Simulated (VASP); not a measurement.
# SiC (P3m1) in VASP: a series of runs

SiC is run at these levels: PBE; tasks: single point.

All numbers are computed with VASP 6.6.1; they aren't measurements. Logs are shortened: lines on timing, memory, paths and dates and some standing lists are left out, and cuts for length are marked.

### 1 The cell of the first run

The structure is trigonal, space group P3m1 (No. 156). The conventional cell has a = 3.121 Å, b = 3.121 Å, c = 15.312 Å, α = 90.00°, β = 90.00°, γ = 120.00°. Si (site symmetry 3m) has 4 C at 1.92 to 1.95 Å within 2.5 Å. Si (site symmetry 3m) has 4 C at 1.89 to 1.90 Å within 2.5 Å. Si (site symmetry 3m) has 4 C at 1.89 to 1.90 Å within 2.5 Å. Si (site symmetry 3m) has 4 C at 1.92 to 1.94 Å within 2.5 Å. Si (site symmetry 3m) has 4 C at 1.89 to 1.90 Å within 2.5 Å. Within 2.5 Å of Si (site symmetry 3m) lie 4 C at 1.92 to 1.94 Å. C (site symmetry 3m) has 4 Si at 1.90 to 1.95 Å within 2.5 Å. Within 2.5 Å of C (site symmetry 3m) lie 4 Si at 1.89 to 1.92 Å.

### 2 Single point, PBE (atoms displaced along a vibrational mode, the cell strained)

INCAR

```
SYSTEM = SiC
ALGO = Normal
EDIFF = 1E-6
ENCUT = 520
GGA = PE
ISIF = 2
ISMEAR = 0
LASPH = .TRUE.
LCHARG = .FALSE.
LREAL = .FALSE.
LWAVE = .FALSE.
NBANDS = 36
NELM = 100
PREC = Accurate
SIGMA = 0.05
```

KPOINTS

```
k-points
0
G
  12 12 2
  0 0 0
```

POSCAR

```
SiC
1.0
    3.1206255779      0.0000000000      0.0000000000
   -1.5603127889      2.7025410261      0.0000000000
    0.0000000000      0.0000000000     15.3123634084
Si C
6 6
Direct
    0.0000000000      0.0000000000      0.1250412046
    0.0000000000      0.0000000000      0.6250387132
    0.3333333333      0.6666666667      0.2918647478
    0.6666666667      0.3333333333      0.7917698400
    0.3333333333      0.6666666667      0.9583511446
    0.6666666667      0.3333333333      0.4582680052
    0.0000000000      0.0000000000      0.9977393199
    0.0000000000      0.0000000000      0.5016375659
    0.3333333333      0.6666666667      0.1686482863
    0.6666666667      0.3333333333      0.6650107867
    0.3333333333      0.6666666667      0.8351935973
    0.6666666667      0.3333333333      0.3314367883
```

Potentials or basis: VASP PAW PBE potentials, release 64 (Si, C).

Started as:

```console
$ cat potpaw_PBE.64/Si/POTCAR potpaw_PBE.64/C/POTCAR > POTCAR
$ mpirun -np 1 vasp_std > vasp.out
```

OUTCAR:

```text
SYSTEM = SiC
   EDIFF = 1E-6
   ENCUT = 520
   GGA = PE
   ISIF = 2
   ISMEAR = 0
   LASPH = .TRUE.
   LREAL = .FALSE.
   NELM = 100
   PREC = Accurate

 ion  position               nearest neighbor table
   1  0.000  0.000  0.125-   9 1.92   9 1.92   9 1.92   7 1.95   5 3.12   5 3.12   5 3.12   3 3.13
                             3 3.13   3 3.13
   2  0.000  0.000  0.625-   8 1.89  10 1.90  10 1.90  10 1.90   4 3.12   4 3.12   4 3.12   6 3.13
                             6 3.13   6 3.13
   3  0.333  0.667  0.292-   9 1.89  12 1.90  12 1.90  12 1.90   6 3.12   6 3.12   6 3.12   1 3.13
                             1 3.13   1 3.13
   4  0.667  0.333  0.792-  11 1.92  11 1.92  11 1.92  10 1.94   5 3.12   5 3.12   5 3.12   2 3.12
                             2 3.12   2 3.12
   5  0.333  0.667  0.958-  11 1.89   7 1.90   7 1.90   7 1.90   4 3.12   4 3.12   4 3.12   1 3.12
                             1 3.12   1 3.12
   6  0.667  0.333  0.458-   8 1.92   8 1.92   8 1.92  12 1.94   3 3.12   3 3.12   3 3.12   2 3.13
                             2 3.13   2 3.13
   7  0.000  0.000  0.998-   5 1.90   5 1.90   5 1.90   1 1.95
   8  0.000  0.000  0.502-   2 1.89   6 1.92   6 1.92   6 1.92
   9  0.333  0.667  0.169-   3 1.89   1 1.92   1 1.92   1 1.92
  10  0.667  0.333  0.665-   2 1.90   2 1.90   2 1.90   4 1.94
  11  0.333  0.667  0.835-   5 1.89   4 1.92   4 1.92   4 1.92
  12  0.667  0.333  0.331-   3 1.90   3 1.90   3 1.90   6 1.94

  LATTYP: Found a hexagonal cell.
 ALAT       =     3.1206255779
 C/A-ratio  =     4.9068249382

  Lattice vectors:

 A1 = (   3.1206255779,   0.0000000000,   0.0000000000)
 A2 = (  -1.5603127889,   2.7025410261,   0.0000000000)
 A3 = (   0.0000000000,   0.0000000000,  15.3123634084)

Analysis of symmetry for initial positions (statically):
=====================================================================
 Subroutine PRICEL returns:
 Original cell was already a primitive cell.

 Routine SETGRP: Setting up the symmetry group for a
 hexagonal supercell.

 Subroutine GETGRP returns: Found  6 space group operations
 (whereof  6 operations were pure point group operations)
 out of a pool of 24 trial point group operations.

The static configuration has the point symmetry C_3v.

Analysis of symmetry for dynamics (positions and initial velocities):
=====================================================================
 Subroutine PRICEL returns:
 Original cell was already a primitive cell.

 Routine SETGRP: Setting up the symmetry group for a
 hexagonal supercell.

 Subroutine GETGRP returns: Found  6 space group operations
 (whereof  6 operations were pure point group operations)
 out of a pool of 24 trial point group operations.

The dynamic configuration has the point symmetry C_3v.

 Subroutine INISYM returns: Found  6 space group operations
 (whereof  6 operations are pure point group operations),
 and found     1 'primitive' translations

----------------------------------------------------------------------------------------

                                     Primitive cell

  volume of cell :     129.1386

  direct lattice vectors                    reciprocal lattice vectors
     3.120625578  0.000000000  0.000000000     0.320448569  0.185011067  0.000000000
    -1.560312789  2.702541026  0.000000000     0.000000000  0.370022135  0.000000000
     0.000000000  0.000000000 15.312363408     0.000000000  0.000000000  0.065306705

  length of vectors
     3.120625578  3.120625578 15.312363408     0.370022135  0.370022135  0.065306705

  position of ions in fractional coordinates (direct lattice)
     0.000000000  0.000000000  0.125041205
     0.000000000  0.000000000  0.625038713
     0.333333333  0.666666667  0.291864748
     0.666666667  0.333333333  0.791769840
     0.333333333  0.666666667  0.958351145
     0.666666667  0.333333333  0.458268005
     0.000000000  0.000000000  0.997739320
     0.000000000  0.000000000  0.501637566
     0.333333333  0.666666667  0.168648286
     0.666666667  0.333333333  0.665010787
     0.333333333  0.666666667  0.835193597
     0.666666667  0.333333333  0.331436788

  ion indices of the primitive-cell ions
   primitive index   ion index
                 1           1
                 2           2
                 3           3
                 4           4
                 5           5
                 6           6
                 7           7
                 8           8
                 9           9
                10          10
                11          11
                12          12

----------------------------------------------------------------------------------------

 KPOINTS: k-points

Automatic generation of k-mesh.
 Grid dimensions read from file:
 generate k-points for:   12   12    2

 Generating k-lattice:

  Cartesian coordinates                     Fractional coordinates (reciprocal lattice)
     0.026704047  0.015417589  0.000000000     0.083333333 -0.000000000  0.000000000
     0.000000000  0.030835178  0.000000000     0.000000000  0.083333333  0.000000000
     0.000000000  0.000000000  0.032653353     0.000000000  0.000000000  0.500000000

  Length of vectors
     0.030835178  0.030835178  0.032653353

  Shift w.r.t. Gamma in fractional coordinates (k-lattice)
     0.000000000  0.000000000  0.000000000

 Subroutine IBZKPT returns following result:
 ===========================================

 Found     38 irreducible k-points:

 Following reciprocal coordinates:
            Coordinates               Weight
  0.000000  0.000000  0.000000      1.000000
  0.083333  0.000000  0.000000      6.000000
  0.166667  0.000000  0.000000      6.000000
  0.250000  0.000000  0.000000      6.000000
  0.333333  0.000000  0.000000      6.000000
  0.416667  0.000000  0.000000      6.000000
[... 16 lines left out ...]
  0.250000  0.000000  0.500000      6.000000
  0.333333  0.000000  0.500000      6.000000
 [... further k-points ...]
   k-points           NKPTS =     38   k-points in BZ     NKDIM =     38   number of bands    NBANDS=     36
   number of dos      NEDOS =    301   number of ions     NIONS =     12
   total plane-waves  NPLWV =  69120
   dimension x,y,z NGX =    24 NGY =   24 NGZ =  120
   dimension x,y,z NGXF=    48 NGYF=   48 NGZF=  240
   ions per type =               6   6
   NGX,Y,Z   is equivalent  to a cutoff of  12.79, 12.79, 13.03 a.u.
   NGXF,Y,Z  is equivalent  to a cutoff of  25.57, 25.57, 26.06 a.u.
 SYSTEM =  SiC
   PREC   = accura    normal or accurate (medium, high low for compatibility)
   ISTART =      0    job   : 0-new  1-cont  2-samecut
   ICHARG =      2    charge: 1-file 2-atom 10-const
   ISPIN  =      1    spin polarized calculation?
   LNONCOLLINEAR =      F non collinear calculations
   LSORBIT =      F    spin-orbit coupling
   LASPH  =      T    aspherical Exc in radial PAW
   ENCUT  =  520.0 eV  38.22 Ry    6.18 a.u.   5.80  5.80 28.47*2*pi/ulx,y,z
   NELM   =    100;   NELMIN=  2; NELMDL= -5     # of ELM steps
   EDIFF  = 0.1E-05   stopping-criterion for ELM
   LREAL  =      F    real-space projection
   EDIFFG = 0.1E-04   stopping-criterion for IOM
   NSW    =      0    number of steps for IOM
   IBRION =     -1    ionic relax: 0-MD 1-quasi-New 2-CG
   NFREE  =      0    steps in history (QN), initial steepest desc. (CG)
   ISIF   =      2    stress and relaxation
   ISYM   =      2    0-nonsym 1-usesym 2-fastsym
   POTIM  = 0.5000    time-step for ionic-motion
   TEBEG  =    0.0;   TEEND  =   0.0 temperature during run
   PSTRESS=    0.0 pullay stress
   NELECT =      48.0000    total number of electrons
   NUPDOWN=      -1.0000    fix difference up-down
   EMIN   =  10.00;   EMAX   =-10.00  energy-range for DOS
   EFERMI =   0.00;   METHOD = LEGACY
   ISMEAR =     0;   SIGMA  =   0.05  broadening in eV -4-tet -1-fermi 0-gaus
   EFERMI_NEDOS =   21; number of points for ismear=-14 and -15
   IALGO  =     38    algorithm
   IMIX   =      4    mixing-type and parameters
     AMIX     =   0.40;   BMIX     =  1.00
     AMIX_MAG =   1.60;   BMIX_MAG =  1.00
  volume/ion in A,a.u.               =      10.76        72.62
  Fermi-wavevector in a.u.,A,eV,Ry     =   1.177072  2.224344 18.850865  1.385499
  Thomas-Fermi vector in A             =   2.313425
   LORBIT       =      0    0 simple, 1 ext, 2 COOP (PROOUT), +10 PAW based schemes
   GGA     = PE    functional components
   LHFCALC =     F    Hartree Fock is set to
   AEXX    =    0.0000 exact exchange contribution
   IVDW    =     0    specifies the selected vdW correction
   LEPSILON=     F    determine dielectric tensor
   LRPA    =     F    only Hartree local field effects (RPA)
 non-spin polarized calculation
 Gauss-broadening in eV      SIGMA  =   0.05
  energy-cutoff  :      520.00
  volume of cell :      129.14
 maximum number of plane-waves:      3504
 NGX is ok and might be reduce to    24
   NGX = 11   NGY = 11   NGZ = 57

 number of electron      48.0000003 magnetization

 Free energy of the ion-electron system (eV)
  ---------------------------------------------------
  ext. energy  EPLUGINS =         0.00000000
  ---------------------------------------------------
  free energy    TOTEN  =       -90.25439851 eV

  energy without entropy =      -90.25439851  energy(sigma->0) =      -90.25439851

 E-fermi :   7.9964     XC(G=0): -11.1835

 val. band max:        7.7230577356   @ k =   0.0000   0.0000   0.0000
 cond. band min:       9.7449411433   @ k =   0.5000   0.0000   0.0000
 fundamental gap:      2.0218834077
 Fermi energy:         7.9964061124

 k-point     1 :       0.0000    0.0000    0.0000
  band No.  band energies     occupation
      1      -7.4356      2.00000
      2      -6.9321      2.00000
      3      -6.8985      2.00000
      4      -5.4467      2.00000
      5      -5.4188      2.00000
      6      -4.0082      2.00000
[... 28 lines left out ...]
     35      14.7818      0.00000
     36      14.9544      0.00000
[... 866 lines left out ...]
      6      -3.0845      2.00000
[... 28 lines left out ...]
     35      15.4052      0.00000
     36      15.4231      0.00000

 [... further k-points ...]

------------------------ aborting loop because EDIFF is reached ----------------------------------------

  FORCE on cell =-STRESS in cart. coord.  units (eV):
  Direction    XX          YY          ZZ          XY          YZ          ZX
  --------------------------------------------------------------------------------------
  -------------------------------------------------------------------------------------
  Total       -4.0296659     -4.0296659     -3.8268251     -0.0000000      0.0000000     -0.0000000
  in kB      -49.9946392    -49.9946392    -47.4780647     -0.0000000      0.0000000     -0.0000000
  external PRESSURE =     -49.1557810 kB  Pullay stress =       0.0000000 kB

 VOLUME and BASIS-vectors are now :
 -----------------------------------------------------------------------------
  energy-cutoff  :      520.00
  volume of cell :      129.14
      direct lattice vectors                 reciprocal lattice vectors
     3.120625578  0.000000000  0.000000000     0.320448569  0.185011067  0.000000000
    -1.560312789  2.702541026  0.000000000     0.000000000  0.370022135  0.000000000
     0.000000000  0.000000000 15.312363408     0.000000000  0.000000000  0.065306705

 POSITION                                       TOTAL-FORCE (eV/Angst)
 -----------------------------------------------------------------------------------
      0.00000      0.00000      1.91468         0.000000      0.000000      0.058339
      0.00000      0.00000      9.57082        -0.000000      0.000000      0.017951
     -0.00000      1.80169      4.46914         0.000000     -0.000000     -0.044160
      1.56031      0.90085     12.12387        -0.000000     -0.000000      0.093623
     -0.00000      1.80169     14.67462         0.000000      0.000000     -0.038492
      1.56031      0.90085      7.01717         0.000000      0.000000      0.088290
      0.00000      0.00000     15.27775         0.000000      0.000000      0.789279
      0.00000      0.00000      7.68126        -0.000000      0.000000     -0.859844
     -0.00000      1.80169      2.58240         0.000000     -0.000000     -0.793481
      1.56031      0.90085     10.18289        -0.000000      0.000000      0.744488
     -0.00000      1.80169     12.78879        -0.000000      0.000000     -0.822529
      1.56031      0.90085      5.07508        -0.000000     -0.000000      0.766536
 -----------------------------------------------------------------------------------
    total drift:                               -0.000000     -0.000000     -0.000396

  FREE ENERGIE OF THE ION-ELECTRON SYSTEM (eV)
  ---------------------------------------------------
  free  energy   TOTEN  =       -90.2543985120 eV

  energy  without entropy=      -90.2543985120  energy(sigma->0) =      -90.25439851
```

It took 4.2 min on 1 thread of Oxide Virtual Turin-like, shared host; peak memory 0.28 GiB.

Results:

```yaml
Free_energy: -90.2544 eV
Pressure: -4.9 GPa
Largest_force: 0.860 eV/Å
Band_gap_on_the_k_mesh: 2.02 eV (least direct gap 3.11 eV)
```

Forces on the atoms (eV/Å):
```
Si   0.000  0.000  0.058
Si   0.000  0.000  0.018
Si   0.000  0.000 -0.044
Si   0.000  0.000  0.094
Si   0.000  0.000 -0.038
Si   0.000  0.000  0.088
C    0.000  0.000  0.789
C    0.000  0.000 -0.860
C    0.000  0.000 -0.793
C    0.000  0.000  0.744
C    0.000  0.000 -0.823
C    0.000  0.000  0.767
```

Stress tensor (GPa, compression positive):
```
-5.00  0.00  0.00
 0.00 -5.00  0.00
 0.00  0.00 -4.75
```

Caveat: the cell differs from its parent crystal (atoms displaced along a vibrational mode, the cell strained); the cell stands under tension. A k mesh can miss the band edges.

(Continued in part 2 of 3.)
